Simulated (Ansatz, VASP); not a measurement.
## Se: VASP beside Ansatz

File INCAR:

```
SYSTEM = Se
PREC = Accurate ; ENCUT = 520
EDIFF = 1E-8 ; ISMEAR = -1
SIGMA = 0.01 ; LREAL = .False.
LASPH = .True. ; NELM = 80
ALGO = Normal ; ISIF = 2
LWAVE = .False. ; LCHARG = .False.
GGA = PS ; LEFG = .True.
NBANDS = 27
```

KPOINTS

```
regular mesh
0
Gamma
  6 6 6
  0 0 0
```

POSCAR

```
Se
1.0
    5.6809998619      3.2799267995      1.4763300000
   -5.6809998619      3.2799267995      1.4763300000
    0.0000000000     -6.5598535991      1.4763300000
Se
6
Direct
    0.2806600000      0.1625100000      0.9181800000
    0.9181800000      0.2806600000      0.1625100000
    0.1625100000      0.9181800000      0.2806600000
    0.7193400000      0.8374900000      0.0818200000
    0.0818200000      0.7193400000      0.8374900000
    0.8374900000      0.0818200000      0.7193400000
```

Input for Ansatz:

```yaml
crystal:
  lattice:
    - [5.6809998619, 3.2799267995, 1.47633]
    - [-5.6809998619, 3.2799267995, 1.47633]
    - [0.0, -6.5598535991, 1.47633]
  atoms:
    - { symbol: Se, position: [0.28066, 0.16251, 0.91818] }
    - { symbol: Se, position: [0.91818, 0.28066, 0.16251] }
    - { symbol: Se, position: [0.16251, 0.91818, 0.28066] }
    - { symbol: Se, position: [0.71934, 0.83749, 0.08182] }
    - { symbol: Se, position: [0.08182, 0.71934, 0.83749] }
    - { symbol: Se, position: [0.83749, 0.08182, 0.71934] }
kpoints:
  mp_grid: { grid: [6, 6, 6] }
  band_path:
    path:
      - [0.0, 0.0, 0.0]
      - [0.5, 0.0, 0.0]
      - [0.5, -0.5, 0.5]
      - [0.200433267, -0.799566733, 0.200433267]
      - [0.200433267, 0.200433267, 0.200433267]
      - [0.0, 0.0, 0.0]
      - [0.5, -0.5, 0.0]
    npoints: 8
scf:
  occupations: { method: fermi_dirac, width: 0.01 }
hamiltonian:
  xc: pbesol
  pseudopotentials: { kind: all_electron, datasets: crystal }
output:
  forces: true
  stress: true
  eigenvalues: true
  efg: { contact_densities: true }
```

Alike in both runs: task electric field gradients; functional PBEsol; k mesh 6 × 6 × 6; occupations fermi-dirac, width 0.01 eV; no spin polarisation.

|  | VASP | Ansatz |
| --- | --- | --- |
| version | VASP 6.6.1 | Ansatz 0.2.0 |
| potentials or method | VASP PAW PBE potentials, release 64 (Se), cutoff 520 eV | all-electron PAW with datasets made for the crystal, scalar-relativistic |

```csv
,VASP,Ansatz,Ansatz less VASP
gap on the k mesh at the Fermi level (eV),1.12,1.14,+0.012
pressure (GPa),0.3,0.1,-0.20
"traceless stress, the component that is largest in VASP (GPa)",0.08,0.16,+0.073
rms of the force components (eV/Å),0.225,0.194,-0.0307
size of Vzz on the site where it differs most (V/Å²),542.7,567.4,+24.62
```

VASP's potentials were made for PBE, not for PBEsol. Atom by atom the forces differ by 0.032 eV/Å (rms over components). Ansatz ran all-electron here, and VASP with PAW potentials.
